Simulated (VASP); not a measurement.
Here is a VASP 6.6.1 calculation.

INCAR

```
SYSTEM = SrTiO3
  PREC = Accurate
  ENCUT = 520
  EDIFF = 1E-7
  ISMEAR = 0
  SIGMA = 0.01
  LREAL = .FALSE.
  LASPH = .TRUE.
  NELM = 100
  ALGO = Normal
  ISIF = 2
  LWAVE = .FALSE.
  LCHARG = .FALSE.
  GGA = PE
  NBANDS = 28
```

File KPOINTS:

```
regular mesh
0
G
  8 8 8
  0 0 0
```

Contents of POSCAR:

```
SrTiO3
1.0
    3.9870000000      0.0000000000      0.0000000000
    0.0000000000      3.9870000000      0.0000000000
    0.0000000000      0.0000000000      3.8640000000
Sr Ti O
1 1 3
Direct
    0.5000000000      0.5000000000      0.5000000000
    0.0000000000      0.0000000000      0.0000000000
    0.5000000000      0.0000000000      0.0000000000
    0.0000000000      0.5000000000      0.0000000000
    0.0000000000      0.0000000000      0.5000000000
```

Potentials or basis: VASP PAW PBE potentials, release 64 (Sr_sv, Ti_sv, O).

Launch:

```sh
$ cat potpaw_PBE.64/Sr_sv/POTCAR potpaw_PBE.64/Ti_sv/POTCAR potpaw_PBE.64/O/POTCAR > POTCAR
$ mpirun -np 1 vasp_std > vasp.out
```

Task: What does it give for the pressure?

Result: -0.3 GPa.

Task: Predict the band gap on the k mesh.

Result: 1.75 eV, indirect (least direct gap 2.12 eV).

Stress tensor (GPa, compression positive):
```
-2.65  0.00  0.00
 0.00 -2.65  0.00
 0.00  0.00  4.36
```

A k mesh can miss the band edges.
